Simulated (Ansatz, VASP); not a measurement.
**One calculation of AlNi, two programs**

INCAR

```
PREC = Accurate ; ENCUT = 520
EDIFF = 1E-6 ; ISMEAR = -1
SIGMA = 0.08 ; LREAL = False
LASPH = True ; NELM = 60
ALGO = Normal ; ISIF = 2
LWAVE = False ; LCHARG = True
GGA = PE ; LELF = True
LVHAR = True ; NBANDS = 14
```

Contents of KPOINTS:

```
Automatic mesh
0
Gamma
  14 14 14
```

Contents of POSCAR:

```
AlNi
1.0
    2.8343371620      0.0000000000      0.0000000000
    0.0000000000      2.8343371620      0.0000000000
    0.0000000000      0.0000000000      2.8343371620
Ni Al
1 1
Direct
    0.0000000000      0.0000000000      0.0000000000
    0.5000000000      0.5000000000      0.5000000000
```

Input for Ansatz:

```yaml
crystal:
  lattice:
    - [2.834337162, 0.0, 0.0]
    - [0.0, 2.834337162, 0.0]
    - [0.0, 0.0, 2.834337162]
  atoms:
    - { symbol: Ni, position: [0.0, 0.0, 0.0] }
    - { symbol: Al, position: [0.5, 0.5, 0.5] }
kpoints:
  mp_grid: { grid: [14, 14, 14] }
scf:
  occupations: { method: fermi_dirac, width: 0.08 }
hamiltonian:
  xc: pbe
  pseudopotentials: { kind: paw }
output:
  forces: true
  stress: true
  eigenvalues: true
  populations: true
  write_density: true
  write_potential: true
  elf: true
  volumetric_format: npy
```

Change from the starting cell: volume scaled by 0.94, PAW files.

Alike in both runs: task single point; functional PBE; k mesh 14 × 14 × 14; occupations fermi-dirac, width 0.08 eV; no spin polarisation.

|  | VASP | Ansatz |
| --- | --- | --- |
| version | VASP 6.6.1 | Ansatz 0.2.0 |
| potentials or method | VASP PAW PBE potentials, release 64 (Ni, Al) | PAW with Ansatz's default frozen-core files, scalar-relativistic |
| plane-wave cutoff (eV) | 520 | 420 |
| valence electrons in the cell | 13 | 21 |

```tsv
	VASP	Ansatz	Ansatz less VASP
pressure (GPa)	11.3	11.3	+0.01
```

With one functional, cell and mesh, what is left measures potentials, basis and numerics. VASP's potentials hold 13 valence electrons a cell and Ansatz's 21, so a difference there can come from the potentials and not from the codes.
